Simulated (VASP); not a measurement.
## HfO2: electric field gradients with PBE

Crystal: HfO2.

```xyz
3
Lattice="0.0000 2.5575 2.6086 2.5575 0.0000 2.6086 2.5575 2.5575 0.0000" Properties=species:S:1:pos:R:3 pbc="T T T"
Hf    0.0000    0.0000    0.0000
O     1.2788    1.2788    1.3043
O     3.8363    3.8363    3.9130
```

This cell differs from its parent crystal: zz strain of +2 %.

| Property | Result |
| --- | --- |
| Program | VASP 6.6.1 |
| Task | electric field gradients |
| Functional | PBE |
| Potentials or basis | VASP PAW PBE potentials, release 64 (Hf_pv, O) |
| Cutoff | 520 eV |
| k mesh | 9 × 9 × 9 |
| Occupations | fermi-dirac, width 0.01 eV |
| Spin | no spin polarisation |
| Dipole correction | no |
| Further INCAR settings | ALGO = Normal; EDIFF = 1e-08; NBANDS = 18 |

- Pressure: -10.3 GPa
- Band gap on the k mesh: 3.62 eV, indirect (least direct gap 3.80 eV)

Stress tensor (GPa, compression positive):
```
 -7.35   0.00   0.00
  0.00  -7.35   0.00
  0.00   0.00 -16.11
```

Levels at points of the mesh, in eV from the valence-band top:
```csv
k point,band 9,band 10,band 11,band 12,band 13,band 14
"(0.00, 0.00, 0.00)",-0.77,-0.52,-0.52,3.62,3.84,5.47
```

Electric field gradients, principal values (V/Å²):
```
atom   least  middle  greatest (by size)
1 Hf   9.243   9.243             -18.486
 2 O  -3.505  -3.507               7.012
 3 O  -3.505  -3.507               7.012
```

It took 38 s on 1 thread of Intel(R) Xeon(R) Platinum 8375C CPU @ 2.90GHz (Ice Lake), on a shared host, peak memory 0.18 GiB.

Caveat: the cell differs from its parent crystal (zz strain of +2 %); without QUAD_EFG the Cq values of the log hold for a quadrupole moment of 1 mb, not for the nuclei; spin-orbit coupling is left out, which moves the levels of the heavy elements. A k mesh can miss the band edges.
